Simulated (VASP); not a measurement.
# GaP (F-43m) in VASP: a series of runs

Runs on GaP. Level: LDA. Tasks: vibrations by perturbation theory.

All numbers are computed with VASP 6.6.1; they aren't measurements. Logs are shortened: lines on timing, memory, paths and dates and some standing lists are left out, and cuts for length are marked.

## 1. The cell of the first run

It takes space group F-43m (No. 216, cubic). The conventional cell has a = 5.411 Å, b = 5.411 Å, c = 5.411 Å, α = 90.00°, β = 90.00°, γ = 90.00°. Within 3.1 Å of Ga (site symmetry -43m) lie 4 P at 2.34 Å. Within 3.1 Å of P (site symmetry -43m) lie 4 Ga at 2.34 Å.

## 2. Vibrations by perturbation theory, LDA

The input, INCAR:

```
PREC = Accurate ; ENCUT = 520
EDIFF = 1E-8 ; ISMEAR = 0
SIGMA = 0.01 ; LREAL = False
LASPH = True ; NELM = 80
ALGO = Normal ; ISIF = 2
LWAVE = False ; LCHARG = False
GGA = CA ; IBRION = 8
NSW = 1 ; LEPSILON = True
```

The input, KPOINTS:

```
regular mesh
0
Gamma
  10 10 10
```

The input, POSCAR:

```
GaP
1.0
    0.0000000000      2.7057497008      2.7057497008
    2.7057497008      0.0000000000      2.7057497008
    2.7057497008      2.7057497008      0.0000000000
Ga P
1 1
Direct
    0.0000000000      0.0000000000      0.0000000000
    0.7500000000      0.7500000000      0.7500000000
```

Potentials or basis: VASP PAW LDA potentials, release 64 (Ga_d, P).

On the command line:

```bash
$ cat potpaw_LDA.64/Ga_d/POTCAR potpaw_LDA.64/P/POTCAR > POTCAR
$ mpirun -np 1 vasp_std > vasp.out
```

OUTCAR:

```text
PREC = Accurate
   ENCUT = 520
   EDIFF = 1E-8
   ISMEAR = 0
   LREAL = False
   LASPH = True
   NELM = 80
   ISIF = 2
   GGA = CA
   IBRION = 8
   NSW = 1
   LEPSILON = True

 ion  position               nearest neighbor table
   1  0.000  0.000  0.000-   2 2.34   2 2.34   2 2.34   2 2.34
   2  0.750  0.750  0.750-   1 2.34   1 2.34   1 2.34   1 2.34

  LATTYP: Found a face centered cubic cell.
 ALAT       =     5.4114994016

  Lattice vectors:

 A1 = (   0.0000000000,   2.7057497008,   2.7057497008)
 A2 = (   2.7057497008,   0.0000000000,   2.7057497008)
 A3 = (   2.7057497008,   2.7057497008,   0.0000000000)

Analysis of symmetry for initial positions (statically):
=====================================================================
 Subroutine PRICEL returns:
 Original cell was already a primitive cell.

 Routine SETGRP: Setting up the symmetry group for a
 face centered cubic supercell.

 Subroutine GETGRP returns: Found 24 space group operations
 (whereof 24 operations were pure point group operations)
 out of a pool of 48 trial point group operations.

The static configuration has the point symmetry T_d .

Analysis of symmetry for dynamics (positions and initial velocities):
=====================================================================
 Subroutine PRICEL returns:
 Original cell was already a primitive cell.

 Routine SETGRP: Setting up the symmetry group for a
 face centered cubic supercell.

 Subroutine GETGRP returns: Found 24 space group operations
 (whereof 24 operations were pure point group operations)
 out of a pool of 48 trial point group operations.

The dynamic configuration has the point symmetry T_d .

 Subroutine INISYM returns: Found 24 space group operations
 (whereof 24 operations are pure point group operations),
 and found     1 'primitive' translations

----------------------------------------------------------------------------------------

                                     Primitive cell

  volume of cell :      39.6180

  direct lattice vectors                    reciprocal lattice vectors
     0.000000000  2.705749701  2.705749701    -0.184791668  0.184791668  0.184791668
     2.705749701  0.000000000  2.705749701     0.184791668 -0.184791668  0.184791668
     2.705749701  2.705749701  0.000000000     0.184791668  0.184791668 -0.184791668

  length of vectors
     3.826507923  3.826507923  3.826507923     0.320068558  0.320068558  0.320068558

  position of ions in fractional coordinates (direct lattice)
     0.000000000  0.000000000  0.000000000
     0.750000000  0.750000000  0.750000000

  ion indices of the primitive-cell ions
   primitive index   ion index
                 1           1
                 2           2

----------------------------------------------------------------------------------------

 KPOINTS: regular mesh

Automatic generation of k-mesh.
 Grid dimensions read from file:
 generate k-points for:   10   10   10

 Generating k-lattice:

  Cartesian coordinates                     Fractional coordinates (reciprocal lattice)
    -0.018479167  0.018479167  0.018479167     0.100000000  0.000000000  0.000000000
     0.018479167 -0.018479167  0.018479167     0.000000000  0.100000000  0.000000000
[... 532 lines left out ...]
  ---------------------------------------------------
  free energy    TOTEN  =        -1.15358857 eV

  energy without entropy =       -1.15358857

------------------------ aborting loop because EDIFF is reached ----------------------------------------

--------------------------------------- Ionic step        2  -------------------------------------------

------------------------ aborting loop because EDIFF is reached ----------------------------------------

--------------------------------------- Ionic step        3  -------------------------------------------

------------------------ aborting loop because EDIFF is reached ----------------------------------------

 PIEZOELECTRIC TENSOR FIELD DIRECTION 3  (e Angst)
 -----------------------------------------------------------------------------
    -0.00035  1.92801  0.00000           (  0.00000  0.03846  0.00000)
     1.92801 -0.00035  0.00000           (  0.03846  0.00000  0.00000)
     0.00000  0.00000 -0.00143           (  0.00000  0.00000  0.00000)

 PIEZOELECTRIC TENSOR FIELD DIRECTION 3  (C/m^2)
 -----------------------------------------------------------------------------
    -0.00014  0.77970  0.00000
     0.77970 -0.00014  0.00000
     0.00000  0.00000 -0.00058

--------------------------------------- Ionic step        4  -------------------------------------------

------------------------ aborting loop because EDIFF is reached ----------------------------------------

[... ionic steps 5 to 6 ...]

--------------------------------------- Ionic step        7  -------------------------------------------

 Free energy of the ion-electron system (eV)
  ---------------------------------------------------
  ---------------------------------------------------
  free energy    TOTEN  =        -0.04763199 eV

  energy without entropy =       -0.04763199

------------------------ aborting loop because EDIFF is reached ----------------------------------------

 INTERNAL STRAIN TENSOR  FOR ION    2  DIRECTION 1   (eV/Angst):
 -----------------------------------------------------------------------------
    -0.00869  0.00000  0.00000
     0.00000  0.00593  7.30993
     0.00000  7.30993  0.00593

 MACROSCOPIC STATIC DIELECTRIC TENSOR (including local field effects in DFT)
 ------------------------------------------------------
          10.986499     0.000000     0.000000
           0.000000    10.986499     0.000000
           0.000000     0.000000    10.986499
 ------------------------------------------------------

 PIEZOELECTRIC TENSOR (including local field effects)  for field in x, y, z        (e  Angst)
          XX          YY          ZZ          XY          YZ          ZX
  --------------------------------------------------------------------------------
  x     0.00000     0.00000     0.00000     0.00000     1.93353     0.00000
  y     0.00000    -0.00000     0.00000     0.00000     0.00000     1.93353
  z     0.00000    -0.00000    -0.00000     1.93353     0.00000     0.00000

 PIEZOELECTRIC TENSOR (including local field effects)  for field in x, y, z        (C/m^2)
          XX          YY          ZZ          XY          YZ          ZX
  --------------------------------------------------------------------------------
  x     0.00000     0.00000     0.00000     0.00000     0.78193     0.00000
  y     0.00000    -0.00000     0.00000     0.00000     0.00000     0.78193
  z     0.00000    -0.00000    -0.00000     0.78193     0.00000     0.00000

 BORN EFFECTIVE CHARGES (including local field effects) (in |e|, cummulative output)
 ---------------------------------------------------------------------------------
 ion    1
    1     2.09887    -0.00000     0.00000
    2     0.00000     2.09887     0.00000
    3    -0.00000    -0.00000     2.09887
 ion    2
    1    -2.09887     0.00000    -0.00000
    2     0.00000    -2.09887     0.00000
    3     0.00000     0.00000    -2.09887

 INTERNAL STRAIN TENSOR FOR ION    2 for displacements in x,y,z  (eV/Angst):
          X           Y           Z          XY          YZ          ZX
  --------------------------------------------------------------------------------
  x     0.00000    -0.00000    -0.00000     0.00000     7.30993     0.00000
  y    -0.00000     0.00000    -0.00000     0.00000     0.00000     7.30993
  z    -0.00000    -0.00000     0.00000     7.30993     0.00000     0.00000

 SECOND DERIVATIVES (NOT SYMMETRIZED)
 ------------------------------------
               1X          1Y          1Z          2X          2Y          2Z
  1X   -10.245559    0.000000    0.000000   10.245559    0.000000    0.000000
  1Y     0.000000  -10.245559    0.000000    0.000000   10.245559    0.000000
  1Z     0.000000    0.000000  -10.245559    0.000000    0.000000   10.245559
  2X    10.212404    0.000000    0.000000  -10.212404    0.000000    0.000000
  2Y     0.000000   10.212404    0.000000    0.000000  -10.212404    0.000000
  2Z     0.000000    0.000000   10.212404    0.000000    0.000000  -10.212404

 Eigenvectors and eigenvalues of the dynamical matrix
 ----------------------------------------------------

   1 f  =   10.793273 THz    67.816135 2PiTHz  360.024839 cm-1    44.637371 meV
             X         Y         Z           dx          dy          dz
      0.000000  0.000000  0.000000     0.000000    0.555236    0.000000
      4.058625  4.058625  4.058625     0.000000   -0.831693    0.000000
[... 21 lines left out ...]
   6 f/i=    0.008078 THz     0.050753 2PiTHz    0.269437 cm-1     0.033406 meV
             X         Y         Z           dx          dy          dz
      0.000000  0.000000  0.000000     0.000000    0.000000    0.831693
      4.058625  4.058625  4.058625     0.000000    0.000000    0.555236

--------------------------------------------------------------------------------------------------------

 MACROSCOPIC STATIC DIELECTRIC TENSOR IONIC CONTRIBUTION
 ------------------------------------------------------
           1.967035    -0.000000     0.000000
          -0.000000     1.967035    -0.000000
           0.000000    -0.000000     1.967035
 ------------------------------------------------------

 ELASTIC MODULI CONTR FROM IONIC RELAXATION (kBar)
 Direction    XX          YY          ZZ          XY          YZ          ZX
 --------------------------------------------------------------------------------
 XX          -0.0000      0.0000      0.0000      0.0000     -0.0000      0.0000
 YY           0.0000     -0.0000      0.0000      0.0000      0.0000     -0.0000
 ZZ           0.0000      0.0000     -0.0000     -0.0000      0.0000      0.0000
 XY           0.0000      0.0000     -0.0000   -209.2215      0.0000      0.0000
 YZ          -0.0000      0.0000      0.0000      0.0000   -209.2215      0.0000
 ZX           0.0000     -0.0000      0.0000      0.0000      0.0000   -209.2215
 --------------------------------------------------------------------------------

 PIEZOELECTRIC TENSOR IONIC CONTR  for field in x, y, z        (C/m^2)
          XX          YY          ZZ          XY          YZ          ZX
  --------------------------------------------------------------------------------
  x    -0.00000     0.00000     0.00000    -0.00000    -0.60364     0.00000
  y     0.00000    -0.00000     0.00000     0.00000     0.00000    -0.60364
  z     0.00000     0.00000    -0.00000    -0.60364     0.00000     0.00000
```

It took 15 min on 1 thread of Intel Xeon Platinum 8259CL at 2.50GHz (Skylake/Cascade Lake), shared host; peak memory 0.34 GiB.

What came out:

```
Electronic dielectric tensor (diagonal)                 : 10.99
Born charges (mean of the diagonal)                     : Ga +2.10; P -2.10 e
Highest phonon frequency at Γ, LO-TO splitting left out : 360 cm⁻¹
```

Phonon frequencies in cm⁻¹ (negative: imaginary):
| q point | frequencies |
| --- | --- |
| (0.000, 0.000, 0.000) | 0 0 0 360 360 360 |

Electronic dielectric tensor:
```
10.99  0.00  0.00
 0.00 10.99  0.00
 0.00  0.00 10.99
```

Born effective charge tensors (e):
atom 1, Ga
```
2.10 0.00 0.00
0.00 2.10 0.00
0.00 0.00 2.10
```
atom 2, P
```
-2.10  0.00  0.00
 0.00 -2.10  0.00
 0.00  0.00 -2.10
```

(Part 1 of 2 ends here.)
